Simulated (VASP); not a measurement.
# ZnAu in VASP: a series of runs

The runs below take ZnAu through single point, with LDA, RPBE, PBE.

Everything below comes from runs of VASP 6.6.1. Logs are shortened: lines on timing, memory, paths and dates and some standing lists are left out, and cuts for length are marked.

## (1) The cell of the first run

The structure is cubic, space group Pm-3m (No. 221). The conventional cell has a = 3.147 Å, b = 3.147 Å, c = 3.147 Å, α = 90.00°, β = 90.00°, γ = 90.00°. Within 3.6 Å of Au (site symmetry m-3m) lie 8 Zn at 2.73 Å and 6 Au at 3.15 Å. Within 3.6 Å of Zn (site symmetry m-3m) lie 8 Au at 2.73 Å and 6 Zn at 3.15 Å.

## (2) Single point, LDA

File INCAR:

```
SYSTEM = ZnAu
PREC = Accurate
ENCUT = 520
EDIFF = 1E-6
ISMEAR = 0
SIGMA = 0.05
LREAL = .False.
LASPH = .True.
NELM = 60
ALGO = Normal
ISIF = 2
LWAVE = .False.
LCHARG = .False.
GGA = CA
NBANDS = 18
```

File KPOINTS:

```
Automatic mesh
0
Gamma
  8 8 8
  0 0 0
```

File POSCAR:

```
ZnAu
1.0
    3.1470000000      0.0000000000      0.0000000000
    0.0000000000      3.1470000000      0.0000000000
    0.0000000000      0.0000000000      3.1470000000
Au Zn
1 1
Direct
    0.0000000000      0.0000000000      0.0000000000
    0.5000000000      0.5000000000      0.5000000000
```

Potentials or basis: VASP PAW LDA potentials, release 64 (Au, Zn).

On the command line:

```bash
$ cat potpaw_LDA.64/Au/POTCAR potpaw_LDA.64/Zn/POTCAR > POTCAR
$ mpirun -np 1 vasp_std > vasp.out
```

OUTCAR:

```text
SYSTEM = ZnAu
   PREC = Accurate
   ENCUT = 520
   EDIFF = 1E-6
   ISMEAR = 0
   LREAL = .False.
   LASPH = .True.
   NELM = 60
   ISIF = 2
   GGA = CA

 ion  position               nearest neighbor table
   1  0.000  0.000  0.000-   2 2.73   2 2.73   2 2.73   2 2.73   2 2.73   2 2.73   2 2.73   2 2.73

   2  0.500  0.500  0.500-   1 2.73   1 2.73   1 2.73   1 2.73   1 2.73   1 2.73   1 2.73   1 2.73

  LATTYP: Found a simple cubic cell.
 ALAT       =     3.1470000000

  Lattice vectors:

 A1 = (   3.1470000000,   0.0000000000,   0.0000000000)
 A2 = (   0.0000000000,   3.1470000000,   0.0000000000)
 A3 = (   0.0000000000,   0.0000000000,   3.1470000000)

Analysis of symmetry for initial positions (statically):
=====================================================================
 Subroutine PRICEL returns:
 Original cell was already a primitive cell.

 Routine SETGRP: Setting up the symmetry group for a
 simple cubic supercell.

 Subroutine GETGRP returns: Found 48 space group operations
 (whereof 48 operations were pure point group operations)
 out of a pool of 48 trial point group operations.

The static configuration has the point symmetry O_h .

Analysis of symmetry for dynamics (positions and initial velocities):
=====================================================================
 Subroutine PRICEL returns:
 Original cell was already a primitive cell.

 Routine SETGRP: Setting up the symmetry group for a
 simple cubic supercell.

 Subroutine GETGRP returns: Found 48 space group operations
 (whereof 48 operations were pure point group operations)
 out of a pool of 48 trial point group operations.

The dynamic configuration has the point symmetry O_h .

 Subroutine INISYM returns: Found 48 space group operations
 (whereof 48 operations are pure point group operations),
 and found     1 'primitive' translations

----------------------------------------------------------------------------------------

                                     Primitive cell

  volume of cell :      31.1667

  direct lattice vectors                    reciprocal lattice vectors
     3.147000000  0.000000000  0.000000000     0.317762949  0.000000000  0.000000000
     0.000000000  3.147000000  0.000000000     0.000000000  0.317762949  0.000000000
     0.000000000  0.000000000  3.147000000     0.000000000  0.000000000  0.317762949

  length of vectors
     3.147000000  3.147000000  3.147000000     0.317762949  0.317762949  0.317762949

[... 79 lines left out ...]
   NELM   =     60;   NELMIN=  2; NELMDL= -5     # of ELM steps
   EDIFF  = 0.1E-05   stopping-criterion for ELM
   LREAL  =      F    real-space projection
   EDIFFG = 0.1E-04   stopping-criterion for IOM
   NSW    =      0    number of steps for IOM
   IBRION =     -1    ionic relax: 0-MD 1-quasi-New 2-CG
   NFREE  =      0    steps in history (QN), initial steepest desc. (CG)
   ISIF   =      2    stress and relaxation
   ISYM   =      2    0-nonsym 1-usesym 2-fastsym
   POTIM  = 0.5000    time-step for ionic-motion
   TEBEG  =    0.0;   TEEND  =   0.0 temperature during run
   PSTRESS=    0.0 pullay stress
   NELECT =      23.0000    total number of electrons
   NUPDOWN=      -1.0000    fix difference up-down
   EMIN   =  10.00;   EMAX   =-10.00  energy-range for DOS
   EFERMI =   0.00;   METHOD = LEGACY
   ISMEAR =     0;   SIGMA  =   0.05  broadening in eV -4-tet -1-fermi 0-gaus
   EFERMI_NEDOS =   21; number of points for ismear=-14 and -15
   IALGO  =     38    algorithm
   IMIX   =      4    mixing-type and parameters
     AMIX     =   0.40;   BMIX     =  1.00
     AMIX_MAG =   1.60;   BMIX_MAG =  1.00
  volume/ion in A,a.u.               =      15.58       105.16
  Fermi-wavevector in a.u.,A,eV,Ry     =   1.479406  2.795672 29.778283  2.188642
  Thomas-Fermi vector in A             =   2.593568
   LORBIT       =      0    0 simple, 1 ext, 2 COOP (PROOUT), +10 PAW based schemes
   GGA     = CA    functional components
   LHFCALC =     F    Hartree Fock is set to
   AEXX    =    0.0000 exact exchange contribution
   IVDW    =     0    specifies the selected vdW correction
   LEPSILON=     F    determine dielectric tensor
   LRPA    =     F    only Hartree local field effects (RPA)
 non-spin polarized calculation
 Gauss-broadening in eV      SIGMA  =   0.05
  energy-cutoff  :      520.00
  volume of cell :       31.17
 maximum number of plane-waves:       860
 NGX is ok and might be reduce to    24
   NGX = 11   NGY = 11   NGZ = 11

 number of electron      23.0000000 magnetization

 Free energy of the ion-electron system (eV)
  ---------------------------------------------------
  ext. energy  EPLUGINS =         0.00000000
  ---------------------------------------------------
  free energy    TOTEN  =        -6.73858643 eV

  energy without entropy =       -6.73824173  energy(sigma->0) =       -6.73841408

 E-fermi :   6.6506     XC(G=0): -12.6764

 val. band max:        6.5811662854   @ k =   0.5000   0.3750   0.2500
 cond. band min:       6.9522970037   @ k =   0.3750   0.3750   0.1250
 fundamental gap:      0.3711307183
 Fermi energy:         6.6506165291

 k-point     1 :       0.0000    0.0000    0.0000
  band No.  band energies     occupation
      1      -3.7626      2.00000
      2      -1.3010      2.00000
      3      -1.3010      2.00000
      4      -0.6298      2.00000
      5      -0.6298      2.00000
      6      -0.6298      2.00000
[... 481 lines left out ...]
      5      -0.3722      2.00000
      6       0.4573      2.00000
[... 10 lines left out ...]
     17      19.0671      0.00000
     18      21.2862      0.00000

 [... further k-points ...]

------------------------ aborting loop because EDIFF is reached ----------------------------------------

  FORCE on cell =-STRESS in cart. coord.  units (eV):
  Direction    XX          YY          ZZ          XY          YZ          ZX
  --------------------------------------------------------------------------------------
  -------------------------------------------------------------------------------------
  Total       -1.1736701     -1.1736701     -1.1736701      0.0000000     -0.0000000      0.0000000
  in kB      -60.3345926    -60.3345926    -60.3345926      0.0000000     -0.0000000      0.0000000
  external PRESSURE =     -60.3345926 kB  Pullay stress =       0.0000000 kB

 VOLUME and BASIS-vectors are now :
 -----------------------------------------------------------------------------
  energy-cutoff  :      520.00
  volume of cell :       31.17
      direct lattice vectors                 reciprocal lattice vectors
     3.147000000  0.000000000  0.000000000     0.317762949  0.000000000  0.000000000
     0.000000000  3.147000000  0.000000000     0.000000000  0.317762949  0.000000000
     0.000000000  0.000000000  3.147000000     0.000000000  0.000000000  0.317762949

 POSITION                                       TOTAL-FORCE (eV/Angst)
 -----------------------------------------------------------------------------------
      0.00000      0.00000      0.00000         0.000000      0.000000      0.000000
      1.57350      1.57350      1.57350         0.000000      0.000000      0.000000
 -----------------------------------------------------------------------------------
    total drift:                                0.000000      0.000000     -0.000000

  FREE ENERGIE OF THE ION-ELECTRON SYSTEM (eV)
  ---------------------------------------------------
  free  energy   TOTEN  =        -6.7385864289 eV

  energy  without entropy=       -6.7382417321  energy(sigma->0) =       -6.73841408
```

OSZICAR:

```text
N       E                     dE             d eps       ncg     rms          rms(c)
DAV:   1     0.133119682125E+03    0.13312E+03   -0.11160E+04  1300   0.166E+03
DAV:   2    -0.166296689627E+01   -0.13478E+03   -0.12835E+03  1282   0.321E+02
DAV:   3    -0.722192456478E+01   -0.55590E+01   -0.55239E+01  1390   0.704E+01
DAV:   4    -0.727166872387E+01   -0.49744E-01   -0.49724E-01  1342   0.593E+00
DAV:   5    -0.727222422684E+01   -0.55550E-03   -0.55550E-03  1344   0.670E-01    0.870E+00
DAV:   6    -0.678155654515E+01    0.49067E+00   -0.14062E+00  1360   0.133E+01    0.544E+00
DAV:   7    -0.674958314811E+01    0.31973E-01   -0.30919E-02  1736   0.342E+00    0.289E+00
DAV:   8    -0.673860056919E+01    0.10983E-01   -0.95441E-03  1346   0.101E+00    0.143E-01
DAV:   9    -0.673859117689E+01    0.93923E-05   -0.36315E-04  1552   0.287E-01    0.659E-02
DAV:  10    -0.673858687407E+01    0.43028E-05   -0.40893E-05  1338   0.643E-02    0.162E-02
DAV:  11    -0.673858642887E+01    0.44520E-06   -0.26872E-06  1186   0.223E-02
   1 F= -.67385864E+01 E0= -.67384141E+01  d E =-.344697E-03
```

stdout:

```text
POSCAR found type information on POSCAR AuZn
 POSCAR found :  2 types and       2 ions
 scaLAPACK will be used
 LDA part: xc-table for (Slater(with rela. corr.)+CA(PZ))
 , standard interpolation
 POSCAR, INCAR and KPOINTS ok, starting setup
 FFT: planning ... GRIDC
 FFT: planning ... GRID_SOFT
 FFT: planning ... GRID
 WAVECAR not read
 entering main loop
```

Run time: 12 s. Hardware: 1 thread of Intel Xeon Platinum 8259CL at 2.50GHz (Skylake/Cascade Lake), shared host; peak memory 0.14 GiB.

Results:

- Free energy: -6.7386 eV
- Pressure: -6.0 GPa

Levels at points of the mesh, in eV from the Fermi level:
```tsv
k point	band 9	band 10	band 11	band 12	band 13	band 14
(0.00, 0.00, 0.00)	-3.50	-3.50	-3.50	5.16	5.16	5.16
(0.50, 0.00, 0.00)	-4.68	-4.68	-3.65	-2.13	10.73	11.33
(0.50, 0.50, 0.00)	-3.85	-2.90	-1.76	-1.76	1.06	2.67
(0.50, 0.50, 0.50)	-2.85	-2.85	1.48	3.78	3.99	3.99
```

Caveat: spin-orbit coupling is left out, which moves the levels of the heavy elements.

## (3) Single point, RPBE

File INCAR:

```
PREC = Accurate
ENCUT = 520
EDIFF = 1E-6
ISMEAR = 0
SIGMA = 0.1
LREAL = F
LASPH = T
NELM = 80
ALGO = Fast
ISIF = 2
LWAVE = F
LCHARG = F
GGA = RP
NBANDS = 18
```

File KPOINTS:

```
regular mesh
0
Gamma
  8 8 8
```

POSCAR is that of step 2.

Potentials or basis: VASP PAW PBE potentials, release 64 (Au, Zn).

On the command line:

```bash
$ cat potpaw_PBE.64/Au/POTCAR potpaw_PBE.64/Zn/POTCAR > POTCAR
$ mpirun -np 1 vasp_std > vasp.out
```

It took 15 s on 1 thread of Intel Xeon Platinum 8259CL at 2.50GHz (Skylake/Cascade Lake), shared host; peak memory 0.15 GiB.

Results (log left out):

- Free energy: -3.7431 eV
- Pressure: 9.0 GPa

Levels at points of the mesh, in eV from the Fermi level:
```tsv
k point	band 7	band 8	band 9	band 10	band 11	band 12	band 13	band 14	band 15	band 16
(0.00, 0.00, 0.00)	-5.31	-5.31	-3.63	-3.63	-3.63	5.17	5.17	5.17	9.08	12.22
(0.50, 0.00, 0.00)	-5.68	-5.28	-4.80	-4.80	-3.79	-2.26	10.51	11.28	11.28	11.41
(0.50, 0.50, 0.00)	-4.94	-3.97	-3.97	-3.05	-1.84	-1.84	0.99	2.68	10.61	12.82
(0.50, 0.50, 0.50)	-6.31	-6.31	-3.00	-3.00	1.64	3.76	3.89	3.89	3.89	6.04
```

Caveat: the PAW data sets were made with another functional, which shifts forces and pressure a little; spin-orbit coupling is left out, which moves the levels of the heavy elements.

(Part 1 of 2 ends here.)
